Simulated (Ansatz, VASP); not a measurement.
## One calculation of SiC, two programs

```
Si C
1.0
     0.00000    2.29502    1.95077
     2.29502    0.00000    1.95077
     2.29502    2.29502    0.00000
Si C
1 1
Direct
  0.00000 0.00000 0.00000
  0.75000 0.75000 0.75000
```

Alike in both runs: task single point; functional PBE; k mesh 12 × 12 × 12; occupations gaussian, width 0.05 eV; no spin polarisation.

|  | VASP | Ansatz |
| --- | --- | --- |
| version | VASP 6.6.1 | Ansatz 0.2.0 |
| potentials or method | VASP PAW PBE potentials, release 64 (Si, C), cutoff 520 eV | scalar-relativistic, plane waves, PAW |
| valence electrons in the cell | 8 | 8 |

```csv
,VASP,Ansatz,Ansatz less VASP
gap on the k mesh at the Fermi level (eV),none,none,-
pressure (GPa),2.5,2.6,+0.05
"traceless stress, the component that is largest in VASP (GPa)",19.76,19.69,-0.066
```

A gap of «none» marks a metal or a gap that the smearing closes. With one functional, cell and mesh, what is left measures potentials, basis and numerics.
